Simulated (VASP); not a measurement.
Here is a VASP 6.6.1 calculation.

Contents of INCAR:

```
PREC     = Accurate       # precision mode
ENCUT    = 520            # plane-wave cutoff, eV
EDIFF    = 1E-6           # SCF threshold, eV
ISMEAR   = 0              # smearing method
SIGMA    = 0.1            # smearing width, eV
LREAL    = False          # projectors in reciprocal space
LASPH    = True           # aspherical terms in the spheres
NELM     = 100            # most SCF steps
ALGO     = Normal         # electronic algorithm
ISIF     = 2              # what is computed and relaxed
LWAVE    = False          # write WAVECAR
LCHARG   = False          # write CHGCAR
GGA      = PE             # functional
NBANDS   = 28             # bands
```

Contents of KPOINTS:

```
Automatic mesh
0
Gamma
  6 6 2
```

Contents of POSCAR:

```
Hf
1.0
    3.2432256534      0.0000000000      0.0000000000
   -1.6216128267      2.8087158061      0.0000000000
    0.0000000000      0.0000000000     10.4600428570
Hf
4
Direct
    0.0000000000      0.0000000000      0.0000000000
    0.0000000000      0.0000000000      0.5000000000
    0.3333333333      0.6666666667      0.7500000000
    0.6666666667      0.3333333333      0.2500000000
```

Potentials or basis: VASP PAW PBE potentials, release 64 (Hf_pv).

Launch:

```console
$ cat potpaw_PBE.64/Hf_pv/POTCAR > POTCAR
$ mpirun -np 1 vasp_std > vasp.out
```

Problem. Estimate the band gap on the k mesh.

Solution. Zero (band 20 reaches 5.46 eV, above the bottom of band 21 at 4.21 eV).

Problem. Estimate the pressure.

Solution. -5.5 GPa.

Stress tensor (GPa, compression positive):
```
-5.43  0.00  0.00
 0.00 -5.43  0.00
 0.00  0.00 -5.75
```

Caveat: the k points lie up to 0.37 Å⁻¹ apart; spin-orbit coupling is left out, which moves the levels of the heavy elements.
